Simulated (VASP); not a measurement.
# P (Pm-3m) in VASP: further runs

The runs below take P through single point, relaxation of cell and atoms, with PBEsol+D4.

All numbers are computed with VASP 6.6.1; they aren't measurements. Logs are shortened: lines on timing, memory, paths and dates and some standing lists are left out, and cuts for length are marked.

## 1. The cell of the first run

Symmetry: Pm-3m, No. 221, cubic system. Conventional cell: a = 2.341 Å, b = 2.341 Å, c = 2.341 Å, α = 90.00°, β = 90.00°, γ = 90.00°. P (site symmetry m-3m) has 6 P at 2.34 Å within 3.1 Å.

This isn't the form of P at room conditions, which is orthorhombic.

## 2. Single point, PBEsol+D4

INCAR

```
ALGO     = Normal         # electronic algorithm
EDIFF    = 1E-6           # SCF threshold, eV
ENCUT    = 500            # plane-wave cutoff, eV
GGA      = PS             # functional
GGA_COMPAT= F            
ISIF     = 2              # what is computed and relaxed
ISMEAR   = 0              # smearing method
IVDW     = 13             # dispersion correction
LASPH    = T              # aspherical terms in the spheres
LCHARG   = F              # write CHGCAR
LREAL    = F              # projectors in reciprocal space
LWAVE    = F              # write WAVECAR
NBANDS   = 8              # bands
NELM     = 120            # most SCF steps
PREC     = Accurate       # precision mode
SIGMA    = 0.1            # smearing width, eV
```

KPOINTS

```
k-points
0
Gamma
  8 8 8
```

POSCAR

```
P
1.0
    2.3413998820      0.0000000000      0.0000000000
    0.0000000000      2.3413998820      0.0000000000
    0.0000000000      0.0000000000      2.3413998820
P
1
Direct
    0.0000000000      0.0000000000      0.0000000000
```

Potentials or basis: VASP PAW PBE potentials, release 64 (P).

Command:

```console
> cat potpaw_PBE.64/P/POTCAR > POTCAR
> mpirun -np 1 vasp_std > vasp.out
```

OUTCAR:

```text
EDIFF = 1E-6
   ENCUT = 500
   GGA = PS
   ISIF = 2
   ISMEAR = 0
   IVDW = 13
   LASPH = T
   LREAL = F
   NELM = 120
   PREC = Accurate

 ion  position               nearest neighbor table
   1  0.000  0.000  0.000-

  LATTYP: Found a simple cubic cell.
 ALAT       =     2.3413998820

  Lattice vectors:

 A1 = (   2.3413998820,   0.0000000000,   0.0000000000)
 A2 = (   0.0000000000,   2.3413998820,   0.0000000000)
 A3 = (   0.0000000000,   0.0000000000,   2.3413998820)

Analysis of symmetry for initial positions (statically):
=====================================================================
 Subroutine PRICEL returns:
 Original cell was already a primitive cell.

 Routine SETGRP: Setting up the symmetry group for a
 simple cubic supercell.

 Subroutine GETGRP returns: Found 48 space group operations
 (whereof 48 operations were pure point group operations)
 out of a pool of 48 trial point group operations.

The static configuration has the point symmetry O_h .

Analysis of symmetry for dynamics (positions and initial velocities):
=====================================================================
 Subroutine PRICEL returns:
 Original cell was already a primitive cell.

 Routine SETGRP: Setting up the symmetry group for a
 simple cubic supercell.

 Subroutine GETGRP returns: Found 48 space group operations
 (whereof 48 operations were pure point group operations)
 out of a pool of 48 trial point group operations.

The dynamic configuration has the point symmetry O_h .

 Subroutine INISYM returns: Found 48 space group operations
 (whereof 48 operations are pure point group operations),
 and found     1 'primitive' translations

----------------------------------------------------------------------------------------

                                     Primitive cell

  volume of cell :      12.8359

  direct lattice vectors                    reciprocal lattice vectors
     2.341399882  0.000000000  0.000000000     0.427094922  0.000000000  0.000000000
     0.000000000  2.341399882  0.000000000     0.000000000  0.427094922  0.000000000
     0.000000000  0.000000000  2.341399882     0.000000000  0.000000000  0.427094922

  length of vectors
     2.341399882  2.341399882  2.341399882     0.427094922  0.427094922  0.427094922

  position of ions in fractional coordinates (direct lattice)
     0.000000000  0.000000000  0.000000000

  ion indices of the primitive-cell ions
   primitive index   ion index
                 1           1

----------------------------------------------------------------------------------------

 KPOINTS: k-points

Automatic generation of k-mesh.
 Grid dimensions read from file:
 generate k-points for:    8    8    8

 Generating k-lattice:

  Cartesian coordinates                     Fractional coordinates (reciprocal lattice)
     0.053386865  0.000000000  0.000000000     0.125000000  0.000000000  0.000000000
     0.000000000  0.053386865  0.000000000     0.000000000  0.125000000  0.000000000
     0.000000000  0.000000000  0.053386865     0.000000000  0.000000000  0.125000000

  Length of vectors
     0.053386865  0.053386865  0.053386865

  Shift w.r.t. Gamma in fractional coordinates (k-lattice)
     0.000000000  0.000000000  0.000000000

 Subroutine IBZKPT returns following result:
 ===========================================

 Found     35 irreducible k-points:

 Following reciprocal coordinates:
            Coordinates               Weight
  0.000000  0.000000  0.000000      1.000000
  0.125000  0.000000  0.000000      6.000000
  0.250000  0.000000  0.000000      6.000000
  0.375000  0.000000  0.000000      6.000000
  0.500000  0.000000  0.000000      3.000000
  0.125000  0.125000  0.000000     12.000000
[... 16 lines left out ...]
  0.375000  0.375000  0.125000     24.000000
  0.500000  0.375000  0.125000     24.000000
 [... further k-points ...]
   k-points           NKPTS =     35   k-points in BZ     NKDIM =     35   number of bands    NBANDS=      8
   number of dos      NEDOS =    301   number of ions     NIONS =      1
   total plane-waves  NPLWV =   5832
   dimension x,y,z NGX =    18 NGY =   18 NGZ =   18
   dimension x,y,z NGXF=    36 NGYF=   36 NGZF=   36
   ions per type =               1
   NGX,Y,Z   is equivalent  to a cutoff of  12.78, 12.78, 12.78 a.u.
   NGXF,Y,Z  is equivalent  to a cutoff of  25.56, 25.56, 25.56 a.u.
 SYSTEM =  unknown system
   PREC   = accura    normal or accurate (medium, high low for compatibility)
   ISTART =      0    job   : 0-new  1-cont  2-samecut
   ICHARG =      2    charge: 1-file 2-atom 10-const
   ISPIN  =      1    spin polarized calculation?
   LNONCOLLINEAR =      F non collinear calculations
   LSORBIT =      F    spin-orbit coupling
   LASPH  =      T    aspherical Exc in radial PAW
   ENCUT  =  500.0 eV  36.75 Ry    6.06 a.u.   4.27  4.27  4.27*2*pi/ulx,y,z
   NELM   =    120;   NELMIN=  2; NELMDL= -5     # of ELM steps
   EDIFF  = 0.1E-05   stopping-criterion for ELM
   LREAL  =      F    real-space projection
   EDIFFG = 0.1E-04   stopping-criterion for IOM
   NSW    =      0    number of steps for IOM
   IBRION =     -1    ionic relax: 0-MD 1-quasi-New 2-CG
   NFREE  =      0    steps in history (QN), initial steepest desc. (CG)
   ISIF   =      2    stress and relaxation
   ISYM   =      2    0-nonsym 1-usesym 2-fastsym
   POTIM  = 0.5000    time-step for ionic-motion
   TEBEG  =    0.0;   TEEND  =   0.0 temperature during run
   PSTRESS=    0.0 pullay stress
   NELECT =       5.0000    total number of electrons
   NUPDOWN=      -1.0000    fix difference up-down
   EMIN   =  10.00;   EMAX   =-10.00  energy-range for DOS
   EFERMI =   0.00;   METHOD = LEGACY
   ISMEAR =     0;   SIGMA  =   0.10  broadening in eV -4-tet -1-fermi 0-gaus
   EFERMI_NEDOS =   21; number of points for ismear=-14 and -15
   IALGO  =     38    algorithm
   IMIX   =      4    mixing-type and parameters
     AMIX     =   0.40;   BMIX     =  1.00
     AMIX_MAG =   1.60;   BMIX_MAG =  1.00
  volume/ion in A,a.u.               =      12.84        86.62
  Fermi-wavevector in a.u.,A,eV,Ry     =   1.195609  2.259374 19.449274  1.429481
  Thomas-Fermi vector in A             =   2.331570
   LORBIT       =      0    0 simple, 1 ext, 2 COOP (PROOUT), +10 PAW based schemes
   GGA     = PS    functional components
   LHFCALC =     F    Hartree Fock is set to
   AEXX    =    0.0000 exact exchange contribution
   IVDW    =    13    specifies the selected vdW correction
   LEPSILON=     F    determine dielectric tensor
   LRPA    =     F    only Hartree local field effects (RPA)
 non-spin polarized calculation
 Gauss-broadening in eV      SIGMA  =   0.10
  energy-cutoff  :      500.00
  volume of cell :       12.84
 maximum number of plane-waves:       341
 NGX is ok and might be reduce to    18
   NGX =  9   NGY =  9   NGZ =  9

 number of electron       5.0000002 magnetization

 Free energy of the ion-electron system (eV)
  ---------------------------------------------------
  ext. energy  EPLUGINS =         0.00000000
  ---------------------------------------------------
  free energy    TOTEN  =        -5.68043262 eV

  energy without entropy =       -5.67485636  energy(sigma->0) =       -5.67764449

 E-fermi :  11.3937     XC(G=0): -11.9305

 val. band max:       11.3746471546   @ k =   0.3750   0.2500   0.1250
 cond. band min:      11.4179964071   @ k =   0.5000   0.5000   0.5000
 fundamental gap:      0.0433492525
 Fermi energy:        11.3936996819

 k-point     1 :       0.0000    0.0000    0.0000
  band No.  band energies     occupation
      1      -6.3873      2.00000
      2      17.2079      0.00000
      3      17.2079      0.00000
      4      17.2079      0.00000
      5      18.1356      0.00000
      6      18.1356      0.00000
      7      27.1316      0.00000
      8      37.7394      0.00000

 k-point     2 :       0.1250    0.0000    0.0000
  band No.  band energies     occupation
      1      -5.9933      2.00000
      2      12.6500      0.00000
      3      17.5244      0.00000
      4      17.5244      0.00000
      5      18.4480      0.00000
      6      22.1474      0.00000
      7      28.5044      0.00000
      8      35.2627      0.00000

 k-point     3 :       0.2500    0.0000    0.0000
  band No.  band energies     occupation
      1      -4.8274      2.00000
      2       7.9806      2.00000
      3      18.4392      0.00000
      4      18.4392      0.00000
      5      19.3138      0.00000
      6      25.0382      0.00000
      7      31.2953      0.00000
      8      31.2953      0.00000

 k-point     4 :       0.3750    0.0000    0.0000
  band No.  band energies     occupation
      1      -2.9775      2.00000
      2       3.9709      2.00000
      3      19.7613      0.00000
      4      19.7613      0.00000
      5      20.4286      0.00000
      6      27.3643      0.00000
      7      27.9386      0.00000
      8      27.9386      0.00000

 k-point     5 :       0.5000    0.0000    0.0000
  band No.  band energies     occupation
      1      -1.3581      2.00000
      2       1.6243      2.00000
      3      20.6123      0.00000
      4      20.6123      0.00000
      5      21.0193      0.00000
      6      26.3911      0.00000
      7      26.3911      0.00000
      8      29.1172      0.00000
[... 177 lines left out ...]
 k-point    22 :       0.5000    0.2500    0.1250
  band No.  band energies     occupation
      1       0.5975      2.00000
      2       3.3781      2.00000
      3      12.3435      0.00000
      4      17.5974      0.00000
      5      18.9095      0.00000
      6      23.5067      0.00000
      7      30.0402      0.00000
      8      30.9060      0.00000

 k-point    23 :       0.3750    0.3750    0.1250
  band No.  band energies     occupation
      1       0.8023      2.00000
      2       6.6592      2.00000
      3       8.1436      2.00000
      4      15.5029      0.00000
      5      19.2717      0.00000
      6      26.4436      0.00000
      7      26.6975      0.00000
      8      31.3354      0.00000

 k-point    24 :       0.5000    0.3750    0.1250
  band No.  band energies     occupation
      1       2.4998      2.00000
      2       4.8962      2.00000
      3       8.6029      2.00000
      4      13.7231      0.00000
      5      20.2391      0.00000
      6      24.8630      0.00000
      7      27.3642      0.00000
      8      32.2683      0.00000

 [... further k-points ...]

------------------------ aborting loop because EDIFF is reached ----------------------------------------

  DFT-D4 for vdW energy calculation

  Edisp (eV):   -0.31871

  FORCE on cell =-STRESS in cart. coord.  units (eV):
  Direction    XX          YY          ZZ          XY          YZ          ZX
  --------------------------------------------------------------------------------------
  -------------------------------------------------------------------------------------
  Total       1.00435     1.00435     1.00435     0.00000     0.00000     0.00000
  in kB     125.36297   125.36297   125.36297     0.00000     0.00000     0.00000
  external pressure =      125.36 kB  Pullay stress =        0.00 kB

 VOLUME and BASIS-vectors are now :
 -----------------------------------------------------------------------------
  energy-cutoff  :      500.00
  volume of cell :       12.84
      direct lattice vectors                 reciprocal lattice vectors
     2.341399882  0.000000000  0.000000000     0.427094922  0.000000000  0.000000000
     0.000000000  2.341399882  0.000000000     0.000000000  0.427094922  0.000000000
     0.000000000  0.000000000  2.341399882     0.000000000  0.000000000  0.427094922

 POSITION                                       TOTAL-FORCE (eV/Angst)
 -----------------------------------------------------------------------------------
      0.00000      0.00000      0.00000         0.000000      0.000000      0.000000
 -----------------------------------------------------------------------------------
    total drift:                                0.000000      0.000000      0.000000

  FREE ENERGIE OF THE ION-ELECTRON SYSTEM (eV)
  ---------------------------------------------------
  free  energy   TOTEN  =        -5.9991431412 eV

  energy  without entropy=       -5.9935668722  energy(sigma->0) =       -5.99635501
```

It took 2.1 s on 1 thread of Intel Xeon 6975P-C (Granite Rapids), shared host; peak memory 0.11 GiB.

What came out:

```yaml
Free_energy: -5.9991 eV
Pressure: 12.5 GPa
Band_gap_on_the_k_mesh: zero (an odd number of electrons rules out a gap without spin polarisation)
Dispersion_energy_per_atom: -0.319 eV
```

Levels at points of the mesh, in eV from the Fermi level:
```
           k point  band 1  band 2  band 3  band 4  band 5  band 6  band 7
(0.00, 0.00, 0.00)  -17.78    5.81    5.81    5.81    6.74    6.74   15.74
(0.50, 0.00, 0.00)  -12.75   -9.77    9.22    9.22    9.63   15.00   15.00
(0.50, 0.50, 0.00)   -7.22   -5.83   -5.83    0.15   12.42   17.88   17.88
(0.50, 0.50, 0.50)   -2.22   -2.22   -2.22    0.02    4.28    4.28    4.28
```

Caveat: the cell stands under pressure; the PAW data sets were made with another functional, which shifts forces and pressure a little.

(Continued in part 2 of 2.)
